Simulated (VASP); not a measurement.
Input of a VASP 6.6.1 run:

File POSCAR:

```
Re
1.0
   -1.9031864747      1.5639771042      1.3949229480
    1.5639771042     -1.9031864747      1.3949229480
    3.5277673687      3.5277673687     -2.0161855313
Re
2
Direct
    0.9583993336      0.0416006664      0.0000000000
    0.7916006664      0.2083993336      0.5000000000
```

INCAR.step1

```
  PREC = Accurate
  ENCUT = 520
  ISMEAR = -1
  SIGMA = 0.1
  LREAL = False
  LASPH = True
  NELM = 100
  NBANDS = 14
  GGA = PE
  ALGO = Normal
  EDIFF = 1E-4
  LWAVE = True
  LCHARG = False
```

The input INCAR.step2:

```
  PREC = Accurate
  ENCUT = 520
  EDIFF = 1E-7
  ISMEAR = -1
  SIGMA = 0.1
  LREAL = False
  LASPH = True
  NELM = 100
  ALGO = Normal
  ISIF = 2
  LWAVE = False
  LCHARG = False
  METAGGA = R2SCAN
  LMIXTAU = True
  NBANDS = 14
  ISTART = 1
```

KPOINTS

```
regular mesh
0
Gamma
  17 17 8
```

Potentials or basis: VASP PAW PBE potentials, release 64 (Re).

Launch:

```sh
$ cat potpaw_PBE.64/Re/POTCAR > POTCAR
$ cp INCAR.step1 INCAR
$ mpirun -np 1 vasp_std > vasp.out
$ cp INCAR.step2 INCAR
$ mpirun -np 1 vasp_std > vasp.out
```

What does it give for the band gap on the k mesh?

Zero (bands 7 and 8 overlap by 2.88 eV).

Estimate the pressure.

-25.5 GPa.

Stress tensor (GPa, compression positive):
```
-25.51  -0.07   0.01
 -0.07 -25.51   0.01
  0.01   0.01 -25.51
```

Caveat: the cell stands under tension; the PAW data sets were made with another functional, which shifts forces and pressure a little; spin-orbit coupling is left out, which moves the levels of the heavy elements.
